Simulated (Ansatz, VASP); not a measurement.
# CaO: VASP beside Ansatz

```
Ca O
1.0
     0.00000    2.39768    2.39768
     2.39768    0.00000    2.39768
     2.39768    2.39768    0.00000
Ca O
1 1
Direct
  0.00000 0.00000 0.00000
  0.50000 0.50000 0.50000
```

Alike in both runs: functional r2SCAN; k mesh 8 × 8 × 8; occupations gaussian, width 0.02 eV; no spin polarisation.

Ansatz relaxed the structure, and its values are those at the end. VASP's run is a single point on that final structure, the one shown.

|  | VASP | Ansatz |
| --- | --- | --- |
| version | VASP 6.6.1 | Ansatz 0.2.0 |
| potentials or method | VASP PAW PBE potentials, release 64 (Ca_sv, O_h), cutoff 1480 eV | scalar-relativistic, plane waves, PAW |
| valence electrons in the cell | 16 | 16 |

|  | VASP | Ansatz | Ansatz less VASP |
| --- | --- | --- | --- |
| gap on the k mesh at the Fermi level (eV) | 4.19 | 4.20 | +0.005 |
| least direct gap on the mesh (eV) | 4.56 | 4.57 | +0.008 |
| pressure (GPa) | 1.0 | 0.0 | -1.00 |

VASP's potentials were made for PBE, not for r2SCAN. With one functional, cell and mesh, what is left measures potentials, basis and numerics.
